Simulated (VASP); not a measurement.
A run of VASP 6.6.1:

File INCAR:

```
  PREC = Accurate
  ENCUT = 520
  EDIFF = 1E-6
  ISMEAR = 0
  SIGMA = 0.1
  LREAL = F
  LASPH = T
  NELM = 150
  ALGO = Normal
  ISIF = 2
  LWAVE = F
  LCHARG = F
  ISPIN = 2
  MAGMOM = 0 1
  LORBIT = 11
  LMAXMIX = 4
  GGA = PE
  NBANDS = 22
```

The input KPOINTS:

```
regular mesh
0
Gamma
  6 6 6
```

File POSCAR:

```
CaSc
1.0
    0.0000000000      3.2266790112      3.2266790112
    3.2266790112      0.0000000000      3.2266790112
    3.2266790112      3.2266790112      0.0000000000
Ca Sc
1 1
Direct
    0.0000000000      0.0000000000      0.0000000000
    0.5000000000      0.5000000000      0.5000000000
```

Potentials or basis: VASP PAW PBE potentials, release 64 (Ca_sv, Sc_sv).

Command:

```bash
$ cat potpaw_PBE.64/Ca_sv/POTCAR potpaw_PBE.64/Sc_sv/POTCAR > POTCAR
$ mpirun -np 1 vasp_std > vasp.out
```

Hardware: 1 thread of Intel(R) Xeon(R) 6975P-C (Granite Rapids), with other jobs on the host.

Question: How long does it take, and how much memory?

Answer: Run time: 26 s on 1 thread of Intel(R) Xeon(R) 6975P-C (Granite Rapids) (shared host), peak memory 0.25 GiB. Counts: scf iterations 17, k points 16.
